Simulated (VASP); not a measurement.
NaW, 2 atoms in the cell. Symmetry: Cmmm, No. 65, orthorhombic system. The conventional cell has a = 2.960 Å, b = 4.486 Å, c = 5.676 Å, α = 90.00°, β = 90.00°, γ = 90.00°. Within 3.7 Å of Na (site symmetry mmm) lie 6 Na at 2.69 to 2.96 Å and 8 W at 3.20 to 3.62 Å. Within 3.7 Å of W (site symmetry mmm) lie 6 W at 2.69 to 2.96 Å and 8 Na at 3.20 to 3.62 Å. The cell was generated, and may not be a known phase.

```yaml
Program: VASP 6.6.1
Task: single point
Functional: PBE
Potentials_or_basis: VASP PAW PBE potentials, release 64 (Na_pv, W_sv)
Cutoff: 520 eV
k_mesh: 22 × 22 × 10
Occupations: gaussian, width 0.1 eV
Spin: no spin polarisation
Dipole_correction: no
Further_INCAR_settings: ALGO = Fast; EDIFF = 1e-07; NBANDS = 18
```

Potentials or basis: VASP PAW PBE potentials, release 64 (Na_pv, W_sv).

Run with:

```console
$ cat potpaw_PBE.64/Na_pv/POTCAR potpaw_PBE.64/W_sv/POTCAR > POTCAR
$ mpirun -np 1 vasp_std > vasp.out
```

Hardware: 1 thread of AMD EPYC 9R45 96-Core Processor (Zen 5), with other jobs on the host.

Problem. Estimate the wall time of this run.

Solution. It took 4.1 min on 1 thread of AMD EPYC 9R45 96-Core Processor (Zen 5) (shared host), peak memory 0.53 GiB. Counts: scf iterations 15, k points 798.
